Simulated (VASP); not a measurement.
A run of VASP 6.6.1 is set up as follows.

File INCAR:

```
SYSTEM = MgGe4
ALGO = Normal
EDIFF = 1E-6
EDIFFG = -0.04
ENCUT = 600
GGA = PE
IBRION = 2
ISIF = 3
ISMEAR = 0
IVDW = 12
LASPH = .TRUE.
LCHARG = .FALSE.
LREAL = .FALSE.
LWAVE = .FALSE.
NELM = 60
NSW = 90
PREC = Accurate
SIGMA = 0.1
```

Contents of KPOINTS:

```
k-points
0
G
  4 4 4
  0 0 0
```

POSCAR

```
MgGe4
1.0
    3.8024836900      0.0000000000      0.0000000000
    0.0000000000      3.8024836900      0.0000000000
    0.0000000000      0.0000000000      6.8002406900
Mg Ge
1 4
Direct
    0.0000000000      0.0000000000      0.0000000000
    0.0000000000      0.5000000000      0.7779313400
    0.5000000000      0.0000000000      0.7779313400
    0.0000000000      0.5000000000      0.2220686600
    0.5000000000      0.0000000000      0.2220686600
```

Potentials or basis: VASP PAW PBE potentials, release 64 (Mg, Ge_d).

Command:

```bash
$ cat potpaw_PBE.64/Mg/POTCAR potpaw_PBE.64/Ge_d/POTCAR > POTCAR
$ mpirun -np 1 vasp_std > vasp.out
```

What does it give for the space group after relaxing (to 0.1 Å)?

P4/mmm (No. 123).

Predict the dispersion energy per atom.

-0.333 eV.

Forces on the atoms (eV/Å):
```
Mg   0.000  0.000  0.000
Ge   0.000  0.000 -0.019
Ge   0.000  0.000 -0.019
Ge   0.000  0.000  0.019
Ge   0.000  0.000  0.019
```

Caveat: the k points lie up to 0.40 Å⁻¹ apart in the final cell, too coarse for converged energies and pressures of a metal.
